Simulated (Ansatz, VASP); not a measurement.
## One calculation of Ga6Ge, two programs

```
Ga Ge
1.0
     5.52512    0.00000    0.00000
     0.00000    5.52512    0.00000
     0.00000    0.00000    5.52512
Ga Ge
6 1
Direct
  0.21000 0.50000 0.50000
  0.50000 0.21000 0.50000
  0.79000 0.50000 0.50000
  0.50000 0.79000 0.50000
  0.50000 0.50000 0.21000
  0.50000 0.50000 0.79000
  0.00000 0.00000 0.00000
```

Alike in both runs: task single point; functional r2SCAN; k mesh 6 × 6 × 6; no spin polarisation.

|  | VASP | Ansatz |
| --- | --- | --- |
| version | VASP 6.6.1 | Ansatz 0.2.0 |
| potentials or method | VASP PAW PBE potentials, release 64 (Ga_d, Ge_d), cutoff 520 eV | PAW plane waves |
| occupations | fermi-dirac, width 0.1 eV | fermi-dirac |
| valence electrons in the cell | 92 | 92 |

VASP gave:

- pressure (GPa): 18.3
- rms of the force components (eV/Å): 3.276

Q: Which values does Ansatz return?

A: Pressure (GPa): 18.0; rms of the force components (eV/Å): 3.224.

VASP's potentials were made for PBE, not for r2SCAN. Atom by atom the forces differ by 0.052 eV/Å (rms over components).
